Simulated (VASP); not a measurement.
# TiO (P4/mmm) in VASP: a series of runs

The runs below take TiO through single point, with PBEsol.

Program: VASP 6.6.1. These are calculated values, not measurements. Logs are shortened: lines on timing, memory, paths and dates and some standing lists are left out, and cuts for length are marked.

## Step 1: The cell of the first run

The structure is tetragonal, space group P4/mmm (No. 123). Conventional cell: a = 4.382 Å, b = 4.382 Å, c = 3.418 Å, α = 90.00°, β = 90.00°, γ = 90.00°. Ti (site symmetry 4/mmm) has 4 O at 2.19 Å and 8 Ti at 2.78 Å within 2.9 Å. Ti (site symmetry mmm) has 4 O at 1.71 to 2.19 Å within 2.3 Å. Within 2.3 Å of O (site symmetry mmm) lie 4 Ti at 1.71 to 2.19 Å. O (site symmetry 4/mmm) has 4 Ti at 2.19 Å and 8 O at 2.78 Å within 2.9 Å.

## Step 2: Single point, PBEsol

Input file INCAR:

```
SYSTEM = TiO
  PREC = Accurate
  ENCUT = 520
  EDIFF = 1E-6
  ISMEAR = 0
  SIGMA = 0.15
  LREAL = .FALSE.
  LASPH = .TRUE.
  NELM = 80
  ALGO = Normal
  ISIF = 2
  LWAVE = .FALSE.
  LCHARG = .TRUE.
  GGA = PS
  LELF = .TRUE.
  LVHAR = .TRUE.
  NBANDS = 36
```

Input file KPOINTS:

```
Automatic mesh
0
G
  14 14 14
  0 0 0
```

Input file POSCAR:

```
TiO
1.0
    4.3817887294      0.0000000000      0.0000000000
    0.0000000000      4.3817887294      0.0000000000
    0.0000000000      0.0000000000      3.4177952089
Ti O
3 3
Direct
    0.5000000000      0.5000000000      0.0000000000
    0.0000000000      0.5000000000      0.5000000000
    0.5000000000      0.0000000000      0.5000000000
    0.0000000000      0.5000000000      0.0000000000
    0.5000000000      0.0000000000      0.0000000000
    0.0000000000      0.0000000000      0.5000000000
```

Potentials or basis: VASP PAW PBE potentials, release 64 (Ti_sv, O).

Launch:

```bash
$ cat potpaw_PBE.64/Ti_sv/POTCAR potpaw_PBE.64/O/POTCAR > POTCAR
$ mpirun -np 1 vasp_std > vasp.out
```

OUTCAR:

```text
SYSTEM = TiO
   PREC = Accurate
   ENCUT = 520
   EDIFF = 1E-6
   ISMEAR = 0
   LREAL = .FALSE.
   LASPH = .TRUE.
   NELM = 80
   ISIF = 2
   GGA = PS

 ion  position               nearest neighbor table
   1  0.500  0.500  0.000-   4 2.19   5 2.19   5 2.19   4 2.19   2 2.78   3 2.78   3 2.78   2 2.78
                             3 2.78   2 2.78   3 2.78   2 2.78
   2  0.000  0.500  0.500-   4 1.71   4 1.71   6 2.19   6 2.19   1 2.78   1 2.78   1 2.78   1 2.78

   3  0.500  0.000  0.500-   5 1.71   5 1.71   6 2.19   6 2.19   1 2.78   1 2.78   1 2.78   1 2.78

   4  0.000  0.500  0.000-   2 1.71   2 1.71   1 2.19   1 2.19
   5  0.500  0.000  0.000-   3 1.71   3 1.71   1 2.19   1 2.19
   6  0.000  0.000  0.500-   2 2.19   3 2.19   2 2.19   3 2.19

  LATTYP: Found a simple tetragonal cell.
 ALAT       =     4.3817887294
 C/A-ratio  =     0.7800000000

  Lattice vectors:

 A1 = (   4.3817887294,   0.0000000000,   0.0000000000)
 A2 = (   0.0000000000,   4.3817887294,   0.0000000000)
 A3 = (   0.0000000000,   0.0000000000,   3.4177952089)

Analysis of symmetry for initial positions (statically):
=====================================================================
 Subroutine PRICEL returns:
 Original cell was already a primitive cell.

 Routine SETGRP: Setting up the symmetry group for a
 simple tetragonal supercell.

 Subroutine GETGRP returns: Found 16 space group operations
 (whereof 16 operations were pure point group operations)
 out of a pool of 16 trial point group operations.

The static configuration has the point symmetry D_4h.

Analysis of symmetry for dynamics (positions and initial velocities):
=====================================================================
 Subroutine PRICEL returns:
 Original cell was already a primitive cell.

 Routine SETGRP: Setting up the symmetry group for a
 simple tetragonal supercell.

 Subroutine GETGRP returns: Found 16 space group operations
 (whereof 16 operations were pure point group operations)
 out of a pool of 16 trial point group operations.

The dynamic configuration has the point symmetry D_4h.

 Subroutine INISYM returns: Found 16 space group operations
 (whereof 16 operations are pure point group operations),
 and found     1 'primitive' translations

----------------------------------------------------------------------------------------

                                     Primitive cell

  volume of cell :      65.6219

  direct lattice vectors                    reciprocal lattice vectors
     4.381788729  0.000000000  0.000000000     0.228217302  0.000000000  0.000000000
     0.000000000  4.381788729  0.000000000     0.000000000  0.228217302  0.000000000
     0.000000000  0.000000000  3.417795209     0.000000000  0.000000000  0.292586284

  length of vectors
     4.381788729  4.381788729  3.417795209     0.228217302  0.228217302  0.292586284

  position of ions in fractional coordinates (direct lattice)
     0.500000000  0.500000000  0.000000000
     0.000000000  0.500000000  0.500000000
     0.500000000  0.000000000  0.500000000
     0.000000000  0.500000000  0.000000000
     0.500000000  0.000000000  0.000000000
     0.000000000  0.000000000  0.500000000

  ion indices of the primitive-cell ions
   primitive index   ion index
                 1           1
                 2           2
                 3           3
                 4           4
                 5           5
                 6           6

----------------------------------------------------------------------------------------

 KPOINTS: Automatic mesh

Automatic generation of k-mesh.
 Grid dimensions read from file:
 generate k-points for:   14   14   14

 Generating k-lattice:

  Cartesian coordinates                     Fractional coordinates (reciprocal lattice)
     0.016301236  0.000000000  0.000000000     0.071428571  0.000000000  0.000000000
     0.000000000  0.016301236  0.000000000     0.000000000  0.071428571  0.000000000
     0.000000000  0.000000000  0.020899020     0.000000000  0.000000000  0.071428571

  Length of vectors
     0.016301236  0.016301236  0.020899020

  Shift w.r.t. Gamma in fractional coordinates (k-lattice)
     0.000000000  0.000000000  0.000000000

 Subroutine IBZKPT returns following result:
 ===========================================

 Found    288 irreducible k-points:

 Following reciprocal coordinates:
            Coordinates               Weight
  0.000000  0.000000  0.000000      1.000000
  0.071429  0.000000  0.000000      4.000000
  0.142857  0.000000  0.000000      4.000000
  0.214286  0.000000  0.000000      4.000000
  0.285714  0.000000  0.000000      4.000000
  0.357143  0.000000  0.000000      4.000000
[... 16 lines left out ...]
  0.285714  0.214286  0.000000      8.000000
  0.357143  0.214286  0.000000      8.000000
 [... further k-points ...]
   k-points           NKPTS =    288   k-points in BZ     NKDIM =    288   number of bands    NBANDS=     36
   number of dos      NEDOS =    301   number of ions     NIONS =      6
   total plane-waves  NPLWV =  36288
   dimension x,y,z NGX =    36 NGY =   36 NGZ =   28
   dimension x,y,z NGXF=    72 NGYF=   72 NGZF=   56
   ions per type =               3   3
   NGX,Y,Z   is equivalent  to a cutoff of  13.66, 13.66, 13.62 a.u.
   NGXF,Y,Z  is equivalent  to a cutoff of  27.32, 27.32, 27.24 a.u.
 SYSTEM =  TiO
   PREC   = accura    normal or accurate (medium, high low for compatibility)
   ISTART =      0    job   : 0-new  1-cont  2-samecut
   ICHARG =      2    charge: 1-file 2-atom 10-const
   ISPIN  =      1    spin polarized calculation?
   LNONCOLLINEAR =      F non collinear calculations
   LSORBIT =      F    spin-orbit coupling
   LASPH  =      T    aspherical Exc in radial PAW
   ENCUT  =  520.0 eV  38.22 Ry    6.18 a.u.   8.15  8.15  6.35*2*pi/ulx,y,z
   NELM   =     80;   NELMIN=  2; NELMDL= -5     # of ELM steps
   EDIFF  = 0.1E-05   stopping-criterion for ELM
   LREAL  =      F    real-space projection
   EDIFFG = 0.1E-04   stopping-criterion for IOM
   NSW    =      0    number of steps for IOM
   IBRION =     -1    ionic relax: 0-MD 1-quasi-New 2-CG
   NFREE  =      0    steps in history (QN), initial steepest desc. (CG)
   ISIF   =      2    stress and relaxation
   ISYM   =      2    0-nonsym 1-usesym 2-fastsym
   POTIM  = 0.5000    time-step for ionic-motion
   TEBEG  =    0.0;   TEEND  =   0.0 temperature during run
   PSTRESS=    0.0 pullay stress
   NELECT =      54.0000    total number of electrons
   NUPDOWN=      -1.0000    fix difference up-down
   EMIN   =  10.00;   EMAX   =-10.00  energy-range for DOS
   EFERMI =   0.00;   METHOD = LEGACY
   ISMEAR =     0;   SIGMA  =   0.15  broadening in eV -4-tet -1-fermi 0-gaus
   EFERMI_NEDOS =   21; number of points for ismear=-14 and -15
   IALGO  =     38    algorithm
   IMIX   =      4    mixing-type and parameters
     AMIX     =   0.40;   BMIX     =  1.00
     AMIX_MAG =   1.60;   BMIX_MAG =  1.00
  volume/ion in A,a.u.               =      10.94        73.81
  Fermi-wavevector in a.u.,A,eV,Ry     =   1.534110  2.899047 32.021215  2.353493
  Thomas-Fermi vector in A             =   2.641083
   LORBIT       =      0    0 simple, 1 ext, 2 COOP (PROOUT), +10 PAW based schemes
   GGA     = PS    functional components
   LHFCALC =     F    Hartree Fock is set to
   AEXX    =    0.0000 exact exchange contribution
   IVDW    =     0    specifies the selected vdW correction
   LEPSILON=     F    determine dielectric tensor
   LRPA    =     F    only Hartree local field effects (RPA)
 non-spin polarized calculation
 Gauss-broadening in eV      SIGMA  =   0.15
  energy-cutoff  :      520.00
  volume of cell :       65.62
 maximum number of plane-waves:      1800
 NGX is ok and might be reduce to    36

 number of electron      53.9999989 magnetization

 Free energy of the ion-electron system (eV)
  ---------------------------------------------------
  ext. energy  EPLUGINS =         0.00000000
  ---------------------------------------------------
  free energy    TOTEN  =       -52.54049810 eV

  energy without entropy =      -52.51597564  energy(sigma->0) =      -52.52823687

 E-fermi :   8.1965     XC(G=0): -12.2067

 val. band max:        8.1870023689   @ k =   0.5000   0.2857   0.0714
 cond. band min:       8.2000919336   @ k =   0.1429   0.0000   0.2857
 fundamental gap:      0.0130895646
 Fermi energy:         8.1964763687

 k-point     1 :       0.0000    0.0000    0.0000
  band No.  band energies     occupation
      1     -48.5804      2.00000
      2     -48.3845      2.00000
      3     -48.3481      2.00000
      4     -25.5237      2.00000
      5     -25.4269      2.00000
      6     -25.3074      2.00000
[... 28 lines left out ...]
     35      11.2615      0.00000
     36      11.3900      0.00000

 k-point     2 :       0.0714    0.0000    0.0000
  band No.  band energies     occupation
      1     -48.5790      2.00000
      2     -48.3851      2.00000
      3     -48.3491      2.00000
      4     -25.5219      2.00000
      5     -25.4275      2.00000
      6     -25.3066      2.00000
[... 28 lines left out ...]
     35      11.3128      0.00000
     36      11.3355      0.00000

 k-point     3 :       0.1429    0.0000    0.0000
  band No.  band energies     occupation
      1     -48.5749      2.00000
      2     -48.3867      2.00000
      3     -48.3516      2.00000
      4     -25.5168      2.00000
      5     -25.4291      2.00000
      6     -25.3043      2.00000
[... 28 lines left out ...]
     35      11.1977      0.00000
     36      11.5348      0.00000

 k-point     4 :       0.2143    0.0000    0.0000
  band No.  band energies     occupation
      1     -48.5686      2.00000
      2     -48.3898      2.00000
      3     -48.3549      2.00000
      4     -25.5089      2.00000
      5     -25.4319      2.00000
      6     -25.3008      2.00000
[... 28 lines left out ...]
     35      11.0505      0.00000
     36      11.4389      0.00000

 k-point     5 :       0.2857    0.0000    0.0000
  band No.  band energies     occupation
      1     -48.5611      2.00000
      2     -48.3942      2.00000
      3     -48.3581      2.00000
      4     -25.4993      2.00000
      5     -25.4359      2.00000
      6     -25.2970      2.00000
[... 655 lines left out ...]
 k-point    22 :       0.2143    0.2143    0.0000
  band No.  band energies     occupation
      1     -48.5564      2.00000
      2     -48.3925      2.00000
      3     -48.3647      2.00000
      4     -25.4954      2.00000
      5     -25.4352      2.00000
      6     -25.2644      2.00000
[... 28 lines left out ...]
     35      11.2723      0.00000
     36      11.6661      0.00000

 k-point    23 :       0.2857    0.2143    0.0000
  band No.  band energies     occupation
      1     -48.5486      2.00000
      2     -48.3954      2.00000
      3     -48.3697      2.00000
      4     -25.4866      2.00000
      5     -25.4380      2.00000
      6     -25.2566      2.00000
[... 28 lines left out ...]
     35      10.9715      0.00000
     36      11.5189      0.00000

 k-point    24 :       0.3571    0.2143    0.0000
  band No.  band energies     occupation
      1     -48.5408      2.00000
      2     -48.3995      2.00000
      3     -48.3734      2.00000
      4     -25.4775      2.00000
      5     -25.4418      2.00000
      6     -25.2526      2.00000
[... 28 lines left out ...]
     35      11.0704      0.00000
     36      11.4866      0.00000

 [... further k-points ...]

------------------------ aborting loop because EDIFF is reached ----------------------------------------

  FORCE on cell =-STRESS in cart. coord.  units (eV):
  Direction    XX          YY          ZZ          XY          YZ          ZX
  --------------------------------------------------------------------------------------
  -------------------------------------------------------------------------------------
  Total       -6.6522646     -6.6522646     49.3151441      0.0000000      0.0000000     -0.0000000
  in kB     -162.4168907   -162.4168907   1204.0429656      0.0000000      0.0000000     -0.0000000
  external PRESSURE =     293.0697281 kB  Pullay stress =       0.0000000 kB

 VOLUME and BASIS-vectors are now :
 -----------------------------------------------------------------------------
  energy-cutoff  :      520.00
  volume of cell :       65.62
      direct lattice vectors                 reciprocal lattice vectors
     4.381788729  0.000000000  0.000000000     0.228217302  0.000000000  0.000000000
     0.000000000  4.381788729  0.000000000     0.000000000  0.228217302  0.000000000
     0.000000000  0.000000000  3.417795209     0.000000000  0.000000000  0.292586284

 POSITION                                       TOTAL-FORCE (eV/Angst)
 -----------------------------------------------------------------------------------
      2.19089      2.19089      0.00000         0.000000      0.000000      0.000000
      0.00000      2.19089      1.70890         0.000000      0.000000      0.000000
      2.19089      0.00000      1.70890         0.000000      0.000000      0.000000
      0.00000      2.19089      0.00000         0.000000      0.000000      0.000000
      2.19089      0.00000      0.00000         0.000000      0.000000      0.000000
      0.00000      0.00000      1.70890         0.000000      0.000000      0.000000
 -----------------------------------------------------------------------------------
    total drift:                                0.000000      0.000000      0.000000

  FREE ENERGIE OF THE ION-ELECTRON SYSTEM (eV)
  ---------------------------------------------------
  free  energy   TOTEN  =       -52.5404981041 eV

  energy  without entropy=      -52.5159756371  energy(sigma->0) =      -52.52823687
```

Wall time 6.7 min (1 thread of AMD EPYC 9R45 (Zen 5), shared host); peak memory 0.55 GiB.

Results:

| Item | Value |
| --- | --- |
| Free energy | -52.5405 eV |
| Pressure | 29.3 GPa |
| Band gap on the k mesh | zero (band 27 reaches 9.23 eV, above the bottom of band 28 at 7.06 eV) |

Stress tensor (GPa, compression positive):
```
-16.24   0.00   0.00
  0.00 -16.24   0.00
  0.00   0.00 120.40
```

Caveat: the PAW data sets were made with another functional, which shifts forces and pressure a little; semilocal functionals often make such compounds metallic where correlation or magnetic order opens a gap, which also shifts bond lengths.

## Step 3: Single point, PBEsol

This run uses another cell than the first one, of the same volume but with other edges.

Input file INCAR:

```
SYSTEM = TiO
PREC = Accurate
ENCUT = 520
EDIFF = 1E-7
ISMEAR = 0
SIGMA = 0.15
LREAL = .FALSE.
LASPH = .TRUE.
NELM = 80
ALGO = Normal
ISIF = 2
LWAVE = .FALSE.
LCHARG = .FALSE.
GGA = PS
NBANDS = 36
```

KPOINTS is that of step 2.

Edit POSCAR of step 2 so:

```diff
@@ -2,5 +2,5 @@
 1.0
-    4.3817887294      0.0000000000      0.0000000000
-    0.0000000000      4.3817887294      0.0000000000
-    0.0000000000      0.0000000000      3.4177952089
+    3.6957437468      0.0000000000      0.0000000000
+    0.0000000000      3.6957437468      0.0000000000
+    0.0000000000      0.0000000000      4.8044668709
 Ti O
```

Potentials or basis: VASP PAW PBE potentials, release 64 (Ti_sv, O).

Launch:

```bash
$ cat potpaw_PBE.64/Ti_sv/POTCAR potpaw_PBE.64/O/POTCAR > POTCAR
$ mpirun -np 1 vasp_std > vasp.out
```

Run time: 5.5 min. Hardware: 1 thread of AMD EPYC 9R45 (Zen 5), shared host; peak memory 0.54 GiB.

Results (log left out):

```
Free energy            : -53.5816 eV
Pressure               : 25.6 GPa
Band gap on the k mesh : zero (band 27 reaches 8.82 eV, above the bottom of band 28 at 7.00 eV)
```

Stress tensor (GPa, compression positive):
```
 50.77   0.00   0.00
  0.00  50.77   0.00
  0.00   0.00 -24.76
```

Levels at points of the mesh, in eV from the Fermi level:
```csv
k point,band 24,band 25,band 26,band 27,band 28,band 29,band 30,band 31
"(0.00, 0.00, 0.00)",-2.21,-2.21,-2.10,-1.45,-1.45,0.09,1.25,1.52
"(0.50, 0.00, 0.00)",-3.35,-2.66,-0.57,0.06,0.18,0.47,1.19,1.51
"(0.50, 0.50, 0.00)",-1.68,-1.38,-1.05,-0.05,-0.05,1.78,1.78,2.40
"(0.00, 0.00, 0.50)",-2.31,-2.31,-2.05,0.06,0.06,0.23,0.71,0.71
"(0.50, 0.00, 0.50)",-3.23,-1.42,-1.42,-0.39,0.91,1.21,1.48,1.52
"(0.50, 0.50, 0.50)",-2.29,-1.46,-0.07,-0.07,0.75,2.55,2.78,2.98
```

Caveat: the PAW data sets were made with another functional, which shifts forces and pressure a little; semilocal functionals often make such compounds metallic where correlation or magnetic order opens a gap, which also shifts bond lengths.

[end of part 1 of 2]
